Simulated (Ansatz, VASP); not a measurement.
# V in VASP and in Ansatz

```
V
1.0
    -1.34959    1.60769    1.61429
     1.47425   -1.46082    1.59209
     1.24657    1.35779   -1.46742
V
1
Direct
  0.00000 0.00000 0.00000
```

Change from the starting cell: volume scaled by 0.94.

Alike in both runs: task single point; functional PBE; k mesh 11 × 12 × 13; occupations fermi-dirac, width 0.05 eV; collinear spin.

```csv
,VASP,Ansatz
version,VASP 6.6.1,Ansatz 0.2.0
potentials or method,"VASP PAW PBE potentials, release 64 (V_sv), cutoff 520 eV","all-electron LAPW, scalar-relativistic"
```

Ansatz gave:

- gap on the k mesh at the Fermi level (eV): none
- pressure (GPa): 10.7
- traceless stress, the component that is largest in VASP (GPa): 10.67
- net moment per atom (μB): 0.00

Task: Which values does VASP return?

Result: gap on the k mesh at the Fermi level (eV): none; pressure (GPa): 11.1; traceless stress, the component that is largest in VASP (GPa): 10.65; net moment per atom (μB): 0.00.

A gap of «none» marks a metal or a gap that the smearing closes. Ansatz ran all-electron here, and VASP with PAW potentials.
